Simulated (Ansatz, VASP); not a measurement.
# PbSe: VASP beside Ansatz

The input INCAR:

```
SYSTEM = PbSe
PREC     = Accurate       ! precision mode
ENCUT    = 500            ! plane-wave cutoff, eV
EDIFF    = 1E-6           ! SCF threshold, eV
ISMEAR   = 0              ! smearing method
SIGMA    = 0.012          ! smearing width, eV
LREAL    = .FALSE.        ! projectors in reciprocal space
LASPH    = .TRUE.         ! aspherical terms in the spheres
NELM     = 120            ! most SCF steps
ALGO     = Normal         ! electronic algorithm
ISIF     = 2              ! what is computed and relaxed
LWAVE    = .FALSE.        ! write WAVECAR
LCHARG   = .TRUE.         ! write CHGCAR
GGA      = PE             ! functional
LELF     = .TRUE.         ! ELF
LVHAR    = .TRUE.       
NBANDS   = 17             ! bands
GGA_COMPAT= .FALSE.
```

The input KPOINTS:

```
Automatic mesh
0
G
  7 7 7
  0 0 0
```

The input POSCAR:

```
PbSe
1.0
    3.7843220000      0.0000000000      0.0000000000
    0.0000000000      3.7843220000      0.0000000000
    0.0000000000      0.0000000000      3.7843220000
Pb Se
1 1
Direct
    0.0000000000      0.0000000000      0.0000000000
    0.5000000000      0.5000000000      0.5000000000
```

Contents of input.yaml:

```yaml
crystal:
  lattice:
    - [3.784322, 0.0, 0.0]
    - [0.0, 3.784322, 0.0]
    - [0.0, 0.0, 3.784322]
  atoms:
    - { symbol: Pb, position: [0.0, 0.0, 0.0] }
    - { symbol: Se, position: [0.5, 0.5, 0.5] }
hamiltonian:
  xc: pbe
  pseudopotentials: { kind: paw }
kpoints:
  mp_grid: { grid: [7, 7, 7] }
scf:
  occupations: { method: gaussian, width: 0.012 }
output:
  forces: true
  stress: true
  eigenvalues: true
```

Alike in both runs: task single point; functional PBE; k mesh 7 × 7 × 7; occupations gaussian, width 0.012 eV; no spin polarisation.

|  | VASP | Ansatz |
| --- | --- | --- |
| version | VASP 6.6.1 | Ansatz 0.2.0 |
| potentials or method | VASP PAW PBE potentials, release 64 (Pb_d, Se) | Ansatz PAW |
| plane-wave cutoff (eV) | 500 | 420 |
| valence electrons in the cell | 20 | 30 |

```tsv
	VASP	Ansatz	Ansatz less VASP
gap on the k mesh at the Fermi level (eV)	none	none	-
pressure (GPa)	-0.2	-0.2	+0.02
```

A gap of «none» marks a metal or a gap that the smearing closes. With one functional, cell and mesh, what is left measures potentials, basis and numerics. VASP's potentials hold 20 valence electrons a cell and Ansatz's 30, so a difference there can come from the potentials and not from the codes.

Spin-orbit coupling is off throughout.
